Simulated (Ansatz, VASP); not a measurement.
One calculation of Au, two programs

```
Au
1.0
     0.00000    2.09922    2.09922
     2.09922    0.00000    2.09922
     2.09922    2.09922    0.00000
Au
1
Cartesian
  0.0000 0.0000 0.0000
```

Alike in both runs: functional RPBE; k mesh 18 × 18 × 18; occupations fermi-dirac, width 0.05 eV; no spin polarisation.

Ansatz relaxed the structure, and its values are those at the end. VASP's run is a single point on that final structure, the one shown.

|  | VASP | Ansatz |
| --- | --- | --- |
| version | VASP 6.6.1 | Ansatz 0.2.0 |
| potentials or method | VASP PAW PBE potentials, release 64 (Au) | PAW with Ansatz's default frozen-core files, scalar-relativistic |
| plane-wave cutoff (eV) | 520 | 420 |
| valence electrons in the cell | 11 | 19 |

Ansatz gave:

- pressure (GPa): 0.0

What did VASP give for the same quantities?

Pressure (GPa): -0.2.

VASP's potentials were made for PBE, not for RPBE. VASP's potentials hold 11 valence electrons a cell and Ansatz's 19, so a difference there can come from the potentials and not from the codes.

Neither program's run includes spin-orbit coupling.
